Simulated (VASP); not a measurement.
A run of VASP 6.6.1:

Contents of INCAR:

```
SYSTEM = Ga2O3
ALGO = Normal ; EDIFF = 1E-6
ENCUT = 520 ; GGA = PE
ISIF = 2 ; ISMEAR = 0
ISPIN = 2 ; LASPH = .TRUE.
LCHARG = .TRUE. ; LELF = .TRUE.
LORBIT = 11 ; LREAL = .FALSE.
LVHAR = .TRUE. ; LWAVE = .FALSE.
MAGMOM = 0 0 1 1 1 ; NBANDS = 34
NELM = 150 ; PREC = Accurate
SIGMA = 0.1
```

File KPOINTS:

```
k-points
0
G
  4 4 4
  0 0 0
```

POSCAR

```
Ga2O3
1.0
    3.8208387722      0.0000000000      0.0000000000
    0.0000000000      3.8208387722      0.0000000000
    0.0000000000      0.0000000000      3.8208387722
Ga O
2 3
Direct
    0.5000000000      0.5000000000      0.5000000000
    0.0000000000      0.0000000000      0.0000000000
    0.5000000000      0.0000000000      0.0000000000
    0.0000000000      0.5000000000      0.0000000000
    0.0000000000      0.0000000000      0.5000000000
```

Potentials or basis: VASP PAW PBE potentials, release 64 (Ga_d, O).

The run is started by

```bash
$ cat potpaw_PBE.64/Ga_d/POTCAR potpaw_PBE.64/O/POTCAR > POTCAR
$ mpirun -np 1 vasp_std > vasp.out
```

Hardware: 1 thread of AMD EPYC 7R13 Processor (Zen 3), on a shared host.

**Question.** Estimate the wall time of this run.

**Answer.** It took 27 s on 1 thread of AMD EPYC 7R13 Processor (Zen 3), on a shared host, peak memory 0.15 GiB. Counts: scf iterations 15, k points 10.
